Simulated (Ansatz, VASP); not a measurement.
Two plane-wave programs on Co2F

```
CELL_PARAMETERS angstrom
0.00000 2.66124 2.66124
2.66124 0.00000 2.66124
2.66124 2.66124 0.00000
ATOMIC_POSITIONS crystal
Co 0.25000 0.25000 0.25000
Co 0.75000 0.75000 0.75000
F 0.00000 0.00000 0.00000
```

Alike in both runs: functional PBE; k mesh 6 × 6 × 6; occupations gaussian, width 0.1 eV; collinear spin.

Ansatz relaxed the structure, and its values are those at the end. VASP's run is a single point on that final structure, the one shown.

|  | VASP | Ansatz |
| --- | --- | --- |
| version | VASP 6.6.1 | Ansatz 0.2.0 |
| potentials or method | VASP PAW PBE potentials, release 64 (Co, F), cutoff 520 eV | scalar-relativistic, plane waves, PAW |
| valence electrons in the cell | 25 | 41 |

|  | VASP | Ansatz | Ansatz less VASP |
| --- | --- | --- | --- |
| gap on the k mesh at the Fermi level (eV) | none | none | - |
| pressure (GPa) | -0.6 | 0.1 | +0.65 |
| net moment per atom (μB) | 1.39 | 1.41 | +0.020 |
| size of the moment on the site where the two differ most (μB) | 0.08 | 0.08 | +0.003 |

Site moments also hang on the region over which each program counts them. A gap of «none» marks a metal or a gap that the smearing closes. VASP's potentials hold 25 valence electrons a cell and Ansatz's 41, so a difference there can come from the potentials and not from the codes.
